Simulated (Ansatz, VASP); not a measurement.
KBr: VASP beside Ansatz

```xyz
2
Lattice="3.7767 0.0000 0.0000 0.0000 3.7767 0.0000 0.0000 0.0000 3.7767" Properties=species:S:1:pos:R:3 pbc="T T T"
K     0.0000    0.0000    0.0000
Br    1.8883    1.8883    1.8883
```

Change from the starting cell: hydrostatic strain -5.0%.

Alike in both runs: task single point; functional PBE; k mesh 6 × 6 × 6; occupations fermi-dirac, width 0.02 eV; no spin polarisation.

```csv
,VASP,Ansatz
version,VASP 6.6.1,Ansatz 0.2.0
potentials or method,"VASP PAW PBE potentials, release 64 (K_sv, Br)","plane waves, PAW"
plane-wave cutoff (eV),520,420
valence electrons in the cell,16,16
```

Ansatz gave:

```
gap on the k mesh at the Fermi level (eV) : 4.61
pressure (GPa)                            : 5.1
```

Which values does VASP return?

gap on the k mesh at the Fermi level (eV): 4.61; pressure (GPa): 5.2.
